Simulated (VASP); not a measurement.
Here is a VASP 6.6.1 calculation.

The input INCAR:

```
  PREC = Accurate
  ENCUT = 520
  EDIFF = 1E-6
  ISMEAR = 0
  SIGMA = 0.05
  LREAL = False
  LASPH = True
  NELM = 150
  ALGO = Normal
  ISIF = 2
  LWAVE = False
  LCHARG = False
  ISPIN = 2
  MAGMOM = 0.5 0.5
  LORBIT = 11
  GGA = PE
  NBANDS = 23
```

KPOINTS

```
regular mesh
0
Gamma
  1 1 15
```

File POSCAR:

```
Zn
1.0
   10.1000000000      0.0000000000      0.0000000000
    0.0000000000      9.3000000000      0.0000000000
    0.0000000000      0.0000000000      4.2659830603
Zn
2
Direct
    0.4472031799      0.5000000000      0.0000000000
    0.5527968201      0.5000000000      0.5000000000
```

Potentials or basis: VASP PAW PBE potentials, release 64 (Zn).

Command:

```bash
$ cat potpaw_PBE.64/Zn/POTCAR > POTCAR
$ mpirun -np 1 vasp_std > vasp.out
```

(1) Estimate the largest force.

(2) Estimate the band gap on the k mesh.

(3) What does it give for the net moment?

Results:

(1) 0.685 eV/Å.

(2) 0.82 eV, indirect (least direct gap 0.84 eV).

(3) 0.00 μB per cell.
